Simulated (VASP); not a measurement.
A run of VASP 6.6.1 is set up as follows.

Contents of INCAR:

```
SYSTEM = Si62P
PREC = Accurate ; ENCUT = 520
EDIFF = 1E-6 ; ISMEAR = 0
SIGMA = 0.05 ; LREAL = Auto
LASPH = .TRUE. ; NELM = 80
ALGO = Normal ; ISIF = 2
LWAVE = .FALSE. ; LCHARG = .FALSE.
GGA = PE ; NBANDS = 164
NELECT = 252.0
```

File KPOINTS:

```
Automatic mesh
0
G
  1 1 1
  0 0 0
```

POSCAR

```
Si62P
1.0
   10.8600000000      0.0000000000      0.0000000000
    0.0000000000     10.8600000000      0.0000000000
    0.0000000000      0.0000000000     10.8600000000
Si P
62 1
Direct
    0.5004341621      0.0009825046      0.0001591160
    0.6276837937      0.1243605893      0.1256132597
    0.7509569982      0.2514619705     -0.0013628913
    0.8764581952      0.3757627993      0.1252666667
    0.7488808471     -0.0000331492      0.2515369245
    0.8747839779      0.1257750460      0.3753798343
   -0.0059321363     -0.0012173112     -0.0050253223
    0.1217535912      0.1229687845      0.1229243094
    0.2519803867      0.2486070902      0.0034839779
    0.3787273481      0.3606620626      0.1396168508
    0.4980285451      0.4930543278      0.0083064457
    0.6239481584      0.6284902394      0.1246728361
    0.7485567219      0.7526780847     -0.0028641805
    0.8747658379      0.8722455801      0.1258565378
    0.2462330571      0.0008090239      0.2493024862
    0.5079325967      0.2341076427      0.2700766114
    0.6299593002      0.3785013812      0.3753406077
    0.7507006446      0.5043386740      0.2464501842
    0.8737612339      0.6271043278      0.3761633517
    0.6090218232      0.1327946593      0.6050057090
    0.7530384899      0.2550087477      0.4996151013
    0.8787441989      0.3756871087      0.6288934622
    0.7356579190      0.0040020258      0.7357952118
    0.8683304788      0.1231096685      0.8673396869
    0.0006561694      0.5006365562     -0.0002286372
    0.1272988950      0.6224855433      0.1268161142
    0.2484988950      0.7504917127      0.0012282689
    0.3743327808      0.8787386740      0.1272901473
    0.0004102210      0.2499374770      0.2501246777
    0.1309055249      0.3678779006      0.3771320442
    0.2516993554      0.4956655617      0.2513460405
    0.3750273481      0.6236860037      0.3747121547
    0.4974310313      0.7539698895      0.2524499079
    0.6128781768      0.8877249540      0.3774893186
   -0.0015209024      0.0000222836      0.5006217311
    0.1288127072      0.1227697053      0.6225608656
    0.2618310313      0.2383155617      0.4970906998
    0.3745023941      0.3738439227      0.6233696133
    0.5005824125      0.4998302947      0.4999056169
    0.6245923573      0.6259084715      0.6249630755
    0.7420732965      0.7567004604      0.4978855433
    0.8702744936      0.8768433702      0.6238823204
    0.2533478821     -0.0001422652      0.7481882136
    0.3759287293      0.1256351750      0.8753146409
    0.4988814917      0.2525098527      0.7492389503
    0.6261001842      0.3761804788      0.8760419890
    0.7504301105      0.5018933702      0.7497847145
    0.8755093002      0.6258322284      0.8755032228
    0.0015124309      0.7495832413      0.2502181400
    0.1263135359      0.8774166667      0.3766511050
    0.0014836096      0.4990378453      0.4995046041
    0.1244580110      0.6268278085      0.6251344383
    0.2519498158      0.7513692449      0.4983596685
    0.3743776243      0.8700635359      0.6275161142
    0.0031429098      0.2489790976      0.7505331492
    0.1274390424      0.3738373849      0.8778544199
    0.2471940147      0.5000110497      0.7494192449
    0.3737420810      0.6188505525      0.8809770718
    0.4974910681      0.7463613260      0.7529379374
    0.6233036832      0.8772814917      0.8716201657
   -0.0028937385      0.7524729282      0.7483897790
    0.1252091160      0.8738723757      0.8739144567
    0.4573425414      0.0826625230      0.4366383978
```

Potentials or basis: VASP PAW PBE potentials, release 64 (Si, P).

Run with:

```sh
$ cat potpaw_PBE.64/Si/POTCAR potpaw_PBE.64/P/POTCAR > POTCAR
$ mpirun -np 1 vasp_gam > vasp.out
```

**Question.** What does it give for the largest force?

**Answer.** 0.018 eV/Å.

Forces in eV/Å, atoms in the order of the input:
```
Si   0.002  0.004 -0.001
Si  -0.002 -0.005  0.001
Si  -0.001  0.000  0.004
Si   0.001  0.001  0.001
Si   0.001  0.003 -0.002
Si   0.000 -0.001  0.001
Si   0.001  0.005 -0.001
Si   0.000 -0.002  0.003
Si   0.002 -0.002  0.005
Si  -0.008  0.003 -0.002
Si   0.005  0.002 -0.001
Si  -0.004 -0.002 -0.003
Si   0.001  0.004  0.000
Si   0.000 -0.001  0.002
Si  -0.011 -0.007 -0.013
Si   0.004 -0.001  0.002
Si   0.001 -0.002  0.003
Si  -0.003  0.000  0.000
Si  -0.004 -0.002 -0.002
Si  -0.002  0.001 -0.002
Si   0.002  0.004  0.001
Si  -0.001 -0.004 -0.001
Si  -0.001  0.002  0.001
Si  -0.001  0.002 -0.003
Si   0.003  0.002 -0.001
Si  -0.002 -0.002 -0.002
Si   0.005  0.002 -0.001
Si   0.001 -0.002  0.001
Si   0.004 -0.001  0.003
Si  -0.001 -0.003 -0.007
Si   0.001 -0.004  0.003
Si  -0.003 -0.002 -0.001
Si  -0.001  0.004  0.001
Si   0.004 -0.008 -0.004
Si   0.003  0.001  0.000
Si  -0.004 -0.002  0.003
Si   0.001  0.005  0.005
Si   0.000 -0.001  0.000
Si   0.004  0.001 -0.001
Si  -0.003 -0.001  0.001
Si   0.004 -0.002  0.001
Si  -0.002  0.002 -0.002
Si   0.001  0.002  0.000
Si   0.000  0.000  0.002
Si   0.000  0.004 -0.001
Si  -0.002 -0.002  0.002
Si   0.002 -0.002  0.001
Si  -0.001  0.001  0.001
Si   0.002  0.003  0.002
Si  -0.001 -0.002  0.001
Si  -0.001  0.002  0.001
Si  -0.003 -0.002  0.000
Si  -0.001  0.000  0.001
Si   0.002 -0.004 -0.001
Si   0.005  0.000  0.001
Si  -0.001  0.000  0.000
Si   0.001  0.001 -0.003
Si  -0.004 -0.001 -0.002
Si   0.005 -0.001  0.002
Si  -0.003 -0.004  0.004
Si   0.000  0.005  0.000
Si  -0.001 -0.004 -0.001
P    0.002  0.015  0.002
```

Caveat: the k points lie up to 0.58 Å⁻¹ apart; the cell carries a net charge on a neutralising background, which shifts energy and pressure.
